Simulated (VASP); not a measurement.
# BeTe (I-4m2) in VASP: notebook

The runs below take BeTe through single point, with r2SCAN, HSE06.

All numbers are computed with VASP 6.6.1; they aren't measurements. Logs are shortened: lines on timing, memory, paths and dates and some standing lists are left out, and cuts for length are marked.

## (1) The cell of the first run

Symmetry: I-4m2, No. 119, tetragonal system. Conventional cell: a = 4.000 Å, b = 4.000 Å, c = 5.714 Å, α = 90.00°, β = 90.00°, γ = 90.00°. Be (site symmetry -4m2) has 4 Te at 2.46 Å within 3.2 Å. Within 3.2 Å of Te (site symmetry -4m2) lie 4 Be at 2.46 Å.

## (2) Single point, r2SCAN (uniaxial z strain +1.0%)

The input, POSCAR:

```
BeTe
1.0
    0.0000000000      2.8286236255      2.8569098617
    2.8286236255      0.0000000000      2.8569098617
    2.8286236255      2.8286236255      0.0000000000
Be Te
1 1
Direct
    0.0000000000      0.0000000000      0.0000000000
    0.2500000000      0.2500000000      0.2500000000
```

The input, INCAR.step1:

```
SYSTEM = BeTe
ALGO = Normal
EDIFF = 1E-4
ENCUT = 520
GGA = PE
ISMEAR = 0
LASPH = .TRUE.
LCHARG = .FALSE.
LREAL = .FALSE.
LWAVE = .TRUE.
NBANDS = 11
NELM = 80
PREC = Accurate
SIGMA = 0.01
```

The input, INCAR.step2:

```
SYSTEM = BeTe
ALGO = Normal
EDIFF = 1E-6
ENCUT = 520
ISIF = 2
ISMEAR = 0
ISTART = 1
LASPH = .TRUE.
LCHARG = .FALSE.
LMIXTAU = .TRUE.
LREAL = .FALSE.
LWAVE = .FALSE.
METAGGA = R2SCAN
NBANDS = 11
NELM = 80
PREC = Accurate
SIGMA = 0.01
```

The input, KPOINTS:

```
k-points
0
G
  8 8 8
  0 0 0
```

Potentials or basis: VASP PAW PBE potentials, release 64 (Be, Te).

The run is started by

```bash
> cat potpaw_PBE.64/Be/POTCAR potpaw_PBE.64/Te/POTCAR > POTCAR
> cp INCAR.step1 INCAR
> mpirun -np 1 vasp_std > vasp.out
> cp INCAR.step2 INCAR
> mpirun -np 1 vasp_std > vasp.out
```

OUTCAR:

```text
SYSTEM = BeTe
   EDIFF = 1E-6
   ENCUT = 520
   ISIF = 2
   ISMEAR = 0
   ISTART = 1
   LASPH = .TRUE.
   LREAL = .FALSE.
   METAGGA = R2SCAN
   NELM = 80
   PREC = Accurate

 ion  position               nearest neighbor table
   1  0.000  0.000  0.000-   2 2.46   2 2.46   2 2.46   2 2.46
   2  0.250  0.250  0.250-   1 2.46   1 2.46   1 2.46   1 2.46

  LATTYP: Found a body centered tetragonal cell.
 ALAT       =     4.0002778940
 C/A-ratio  =     1.4283556980

  Lattice vectors:

 A1 = (  -2.8286236255,   0.0000000000,   2.8569098617)
 A2 = (   2.8286236255,   0.0000000000,   2.8569098617)
 A3 = (   0.0000000000,   2.8286236255,  -2.8569098617)

Analysis of symmetry for initial positions (statically):
=====================================================================
 Subroutine PRICEL returns:
 Original cell was already a primitive cell.

 Routine SETGRP: Setting up the symmetry group for a
 body centered tetragonal supercell.

 Subroutine GETGRP returns: Found  8 space group operations
 (whereof  8 operations were pure point group operations)
 out of a pool of 16 trial point group operations.

The static configuration has the point symmetry D_2d.

Analysis of symmetry for dynamics (positions and initial velocities):
=====================================================================
 Subroutine PRICEL returns:
 Original cell was already a primitive cell.

 Routine SETGRP: Setting up the symmetry group for a
 body centered tetragonal supercell.

 Subroutine GETGRP returns: Found  8 space group operations
 (whereof  8 operations were pure point group operations)
 out of a pool of 16 trial point group operations.

The dynamic configuration has the point symmetry D_2d.

 Subroutine INISYM returns: Found  8 space group operations
 (whereof  8 operations are pure point group operations),
 and found     1 'primitive' translations

----------------------------------------------------------------------------------------

                                     Primitive cell

  volume of cell :      45.7169

  direct lattice vectors                    reciprocal lattice vectors
     0.000000000  2.828623626  2.856909862    -0.176764415  0.176764415  0.175014272
     2.828623626  0.000000000  2.856909862     0.176764415 -0.176764415  0.175014272
     2.828623626  2.828623626  0.000000000     0.176764415  0.176764415 -0.175014272

  length of vectors
     4.020329038  4.020329038  4.000277894     0.305157848  0.305157848  0.305157848

  position of ions in fractional coordinates (direct lattice)
     0.000000000  0.000000000  0.000000000
     0.250000000  0.250000000  0.250000000

  ion indices of the primitive-cell ions
   primitive index   ion index
                 1           1
                 2           2

----------------------------------------------------------------------------------------

 KPOINTS: k-points

Automatic generation of k-mesh.
 Grid dimensions read from file:
 generate k-points for:    8    8    8

 Generating k-lattice:

  Cartesian coordinates                     Fractional coordinates (reciprocal lattice)
    -0.022095552  0.022095552  0.021876784     0.125000000 -0.000000000  0.000000000
     0.022095552 -0.022095552  0.021876784    -0.000000000  0.125000000  0.000000000
     0.022095552  0.022095552 -0.021876784     0.000000000  0.000000000  0.125000000

  Length of vectors
     0.038144731  0.038144731  0.038144731

  Shift w.r.t. Gamma in fractional coordinates (k-lattice)
     0.000000000  0.000000000  0.000000000

 Subroutine IBZKPT returns following result:
 ===========================================

 Found     59 irreducible k-points:

 Following reciprocal coordinates:
            Coordinates               Weight
  0.000000  0.000000  0.000000      1.000000
  0.125000  0.000000  0.000000      8.000000
  0.250000  0.000000  0.000000      8.000000
  0.375000  0.000000  0.000000      8.000000
  0.500000  0.000000  0.000000      4.000000
  0.125000  0.125000  0.000000      2.000000
[... 16 lines left out ...]
  0.250000  0.000000  0.125000     16.000000
  0.375000  0.000000  0.125000     16.000000
 [... further k-points ...]
   k-points           NKPTS =     59   k-points in BZ     NKDIM =     59   number of bands    NBANDS=     11
   number of dos      NEDOS =    301   number of ions     NIONS =      2
   total plane-waves  NPLWV =  27000
   dimension x,y,z NGX =    30 NGY =   30 NGZ =   30
   dimension x,y,z NGXF=    60 NGYF=   60 NGZF=   60
   ions per type =               1   1
   NGX,Y,Z   is equivalent  to a cutoff of  12.41, 12.41, 12.47 a.u.
   NGXF,Y,Z  is equivalent  to a cutoff of  24.81, 24.81, 24.94 a.u.
 SYSTEM =  BeTe
   PREC   = accura    normal or accurate (medium, high low for compatibility)
   ISTART =      1    job   : 0-new  1-cont  2-samecut
   ICHARG =      0    charge: 1-file 2-atom 10-const
   ISPIN  =      1    spin polarized calculation?
   LNONCOLLINEAR =      F non collinear calculations
   LSORBIT =      F    spin-orbit coupling
   LASPH  =      T    aspherical Exc in radial PAW
   ENCUT  =  520.0 eV  38.22 Ry    6.18 a.u.   7.48  7.48  7.44*2*pi/ulx,y,z
   NELM   =     80;   NELMIN=  2; NELMDL=  0     # of ELM steps
   EDIFF  = 0.1E-05   stopping-criterion for ELM
   LREAL  =      F    real-space projection
   EDIFFG = 0.1E-04   stopping-criterion for IOM
   NSW    =      0    number of steps for IOM
   IBRION =     -1    ionic relax: 0-MD 1-quasi-New 2-CG
   NFREE  =      0    steps in history (QN), initial steepest desc. (CG)
   ISIF   =      2    stress and relaxation
   ISYM   =      2    0-nonsym 1-usesym 2-fastsym
   POTIM  = 0.5000    time-step for ionic-motion
   TEBEG  =    0.0;   TEEND  =   0.0 temperature during run
   PSTRESS=    0.0 pullay stress
   NELECT =       8.0000    total number of electrons
   NUPDOWN=      -1.0000    fix difference up-down
   EMIN   =  10.00;   EMAX   =-10.00  energy-range for DOS
   EFERMI =   0.00;   METHOD = LEGACY
   ISMEAR =     0;   SIGMA  =   0.01  broadening in eV -4-tet -1-fermi 0-gaus
   EFERMI_NEDOS =   21; number of points for ismear=-14 and -15
   IALGO  =     38    algorithm
   IMIX   =      4    mixing-type and parameters
     AMIX     =   0.40;   BMIX     =  1.00
     AMIX_MAG =   1.60;   BMIX_MAG =  1.00
  volume/ion in A,a.u.               =      22.86       154.26
  Fermi-wavevector in a.u.,A,eV,Ry     =   0.915685  1.730393 11.408188  0.838478
  Thomas-Fermi vector in A             =   2.040454
   LORBIT       =      0    0 simple, 1 ext, 2 COOP (PROOUT), +10 PAW based schemes
   METAGGA = R2SCAN    functional components
   LHFCALC =     F    Hartree Fock is set to
   AEXX    =    0.0000 exact exchange contribution
   IVDW    =     0    specifies the selected vdW correction
   LEPSILON=     F    determine dielectric tensor
   LRPA    =     F    only Hartree local field effects (RPA)
 non-spin polarized calculation
 Gauss-broadening in eV      SIGMA  =   0.01
  energy-cutoff  :      520.00
  volume of cell :       45.72
 maximum number of plane-waves:      1251
 NGX is ok and might be reduce to    30
   NGX = 15   NGY = 15   NGZ = 15

 number of electron       8.0000001 magnetization

 Free energy of the ion-electron system (eV)
  ---------------------------------------------------
  ext. energy  EPLUGINS =         0.00000000
  ---------------------------------------------------
  free energy    TOTEN  =       -30.68400304 eV

  energy without entropy =      -30.68400304  energy(sigma->0) =      -30.68400304

 E-fermi :   4.7374     XC(G=0):  -9.3815

 val. band max:        4.6941245419   @ k =   0.0000   0.0000   0.0000
 cond. band min:       7.0455180092   @ k =   0.5000   0.0000   0.5000
 fundamental gap:      2.3513934673
 Fermi energy:         4.7374433190

 k-point     1 :       0.0000    0.0000    0.0000
  band No.  band energies     occupation
      1      -7.9522      2.00000
      2       4.6383      2.00000
      3       4.6941      2.00000
      4       4.6941      2.00000
      5       8.7100      0.00000
      6       8.7100      0.00000
      7       8.7290      0.00000
      8       9.0037      0.00000
      9      13.6716      0.00000
     10      15.2745      0.00000
     11      15.4758      0.00000

 k-point     2 :       0.1250    0.0000    0.0000
  band No.  band energies     occupation
      1      -7.8000      2.00000
      2       3.3783      2.00000
      3       4.4228      2.00000
      4       4.4697      2.00000
      5       8.6687      0.00000
      6       9.0568      0.00000
      7       9.0679      0.00000
      8      10.2517      0.00000
      9      14.1322      0.00000
     10      14.4382      0.00000
     11      14.5779      0.00000

 k-point     3 :       0.2500    0.0000    0.0000
  band No.  band energies     occupation
      1      -7.3804      2.00000
      2       1.3414      2.00000
      3       3.9760      2.00000
      4       4.0421      2.00000
      5       8.4227      0.00000
      6       9.5948      0.00000
      7       9.6113      0.00000
      8      12.2638      0.00000
      9      14.2043      0.00000
     10      14.2678      0.00000
     11      14.4506      0.00000

 k-point     4 :       0.3750    0.0000    0.0000
  band No.  band energies     occupation
      1      -6.8475      2.00000
      2      -0.2816      2.00000
      3       3.6268      2.00000
      4       3.7084      2.00000
      5       8.2285      0.00000
      6       9.7134      0.00000
      7       9.7647      0.00000
      8      13.1855      0.00000
      9      15.0937      0.00000
     10      15.3241      0.00000
     11      15.3787      0.00000
[... 239 lines left out ...]
 k-point    22 :       0.1250    0.0000    0.1250
  band No.  band energies     occupation
      1      -7.7475      2.00000
      2       3.6064      2.00000
      3       3.9982      2.00000
      4       4.0375      2.00000
      5       8.3265      0.00000
      6       9.6455      0.00000
      7       9.7236      0.00000
      8       9.9688      0.00000
      9      13.4014      0.00000
     10      14.5317      0.00000
     11      15.5795      0.00000

 k-point    23 :       0.2500    0.0000    0.1250
  band No.  band energies     occupation
      1      -7.4138      2.00000
      2       1.9439      2.00000
      3       3.5264      2.00000
      4       3.7175      2.00000
      5       8.4318      0.00000
      6       9.6619      0.00000
      7      10.4420      0.00000
      8      10.9863      0.00000
      9      13.6896      0.00000
     10      15.2255      0.00000
     11      15.4094      0.00000

 k-point    24 :       0.3750    0.0000    0.1250
  band No.  band energies     occupation
      1      -6.9050      2.00000
      2       0.2516      2.00000
      3       3.2057      2.00000
      4       3.2538      2.00000
      5       8.5920      0.00000
      6       9.7823      0.00000
      7      10.6186      0.00000
      8      11.6623      0.00000
      9      15.1002      0.00000
     10      15.5464      0.00000
     11      16.1716      0.00000

 [... further k-points ...]
[... 5 lines left out ...]
  --------------------------------------------------------------------------------------
  -------------------------------------------------------------------------------------
  Total       -0.0615750     -0.0615750     -0.2413712      0.0000000     -0.0000000      0.0000000
  in kB       -2.1579323     -2.1579323     -8.4590023      0.0000000     -0.0000000      0.0000000
  external PRESSURE =      -4.2582890 kB  Pullay stress =       0.0000000 kB

 VOLUME and BASIS-vectors are now :
 -----------------------------------------------------------------------------
  energy-cutoff  :      520.00
  volume of cell :       45.72
      direct lattice vectors                 reciprocal lattice vectors
     0.000000000  2.828623626  2.856909862    -0.176764415  0.176764415  0.175014272
     2.828623626  0.000000000  2.856909862     0.176764415 -0.176764415  0.175014272
     2.828623626  2.828623626  0.000000000     0.176764415  0.176764415 -0.175014272

 POSITION                                       TOTAL-FORCE (eV/Angst)
 -----------------------------------------------------------------------------------
      0.00000      0.00000      0.00000         0.000000      0.000000      0.000000
      1.41431      1.41431      1.42845        -0.000000     -0.000000     -0.000000
 -----------------------------------------------------------------------------------
    total drift:                                0.000000      0.000000      0.000000

  FREE ENERGIE OF THE ION-ELECTRON SYSTEM (eV)
  ---------------------------------------------------
  free  energy   TOTEN  =       -30.6840030448 eV

  energy  without entropy=      -30.6840030448  energy(sigma->0) =      -30.68400304
```

Run time: 47 s. Hardware: 1 thread of Intel Xeon 6975P-C (Granite Rapids), shared host; peak memory 0.19 GiB.

Results:

```yaml
Free_energy: -30.6840 eV
Pressure: -0.4 GPa
Band_gap_on_the_k_mesh: 2.35 eV (least direct gap 4.02 eV)
```

Caveat: the cell differs from its parent crystal (uniaxial z strain +1.0%); the PAW data sets were made with another functional, which shifts forces and pressure a little; spin-orbit coupling is left out, which moves the levels of the heavy elements.

## (3) Single point, r2SCAN (uniaxial z strain +3.0%)

The input, POSCAR:

```
BeTe
1.0
    0.0000000000      2.8286236255      2.9134823342
    2.8286236255      0.0000000000      2.9134823342
    2.8286236255      2.8286236255      0.0000000000
Be Te
1 1
Direct
    0.0000000000      0.0000000000      0.0000000000
    0.2500000000      0.2500000000      0.2500000000
```

The input, INCAR.step1:

```
SYSTEM = BeTe
ALGO = Normal ; EDIFF = 1E-4
ENCUT = 520 ; GGA = PE
ISMEAR = 0 ; LASPH = .TRUE.
LCHARG = .FALSE. ; LREAL = .FALSE.
LWAVE = .TRUE. ; NBANDS = 11
NELM = 80 ; PREC = Accurate
SIGMA = 0.01
```

The input, INCAR.step2:

```
SYSTEM = BeTe
ALGO = Normal ; EDIFF = 1E-6
ENCUT = 520 ; ISIF = 2
ISMEAR = 0 ; ISTART = 1
LASPH = .TRUE. ; LCHARG = .TRUE.
LELF = .TRUE. ; LMIXTAU = .TRUE.
LREAL = .FALSE. ; LVHAR = .TRUE.
LWAVE = .FALSE. ; METAGGA = R2SCAN
NBANDS = 11 ; NELM = 80
PREC = Accurate ; SIGMA = 0.01
```

KPOINTS is that of step 2.

Potentials or basis: VASP PAW PBE potentials, release 64 (Be, Te).

The run is started by

```bash
> cat potpaw_PBE.64/Be/POTCAR potpaw_PBE.64/Te/POTCAR > POTCAR
> cp INCAR.step1 INCAR
> mpirun -np 1 vasp_std > vasp.out
> cp INCAR.step2 INCAR
> mpirun -np 1 vasp_std > vasp.out
```

Run time: 46 s. Hardware: 1 thread of Intel Xeon 6975P-C (Granite Rapids), shared host; peak memory 0.19 GiB.

The run converged. Its results:

```
Free energy            : -30.6738 eV
Pressure               : -1.5 GPa
Band gap on the k mesh : 2.32 eV (least direct gap 3.99 eV)
```

Stress tensor (GPa, compression positive):
```
-0.89  0.00  0.00
 0.00 -0.89  0.00
 0.00  0.00 -2.79
```

Levels at points of the mesh, in eV from the valence-band top:
```tsv
k point	band 2	band 3	band 4	band 5	band 6	band 7
(0.00, 0.00, 0.00)	-0.17	0.00	0.00	3.99	3.99	4.05
(0.50, 0.00, 0.00)	-5.54	-1.28	-1.02	3.35	4.92	5.08
(0.50, 0.50, 0.00)	-5.27	-2.50	-2.50	2.52	3.16	10.21
(0.50, 0.00, 0.50)	-5.11	-2.73	-2.68	2.32	2.91	10.13
```

Caveat: the cell differs from its parent crystal (uniaxial z strain +3.0%); the PAW data sets were made with another functional, which shifts forces and pressure a little; spin-orbit coupling is left out, which moves the levels of the heavy elements. A k mesh can miss the band edges.

[end of part 1 of 2]
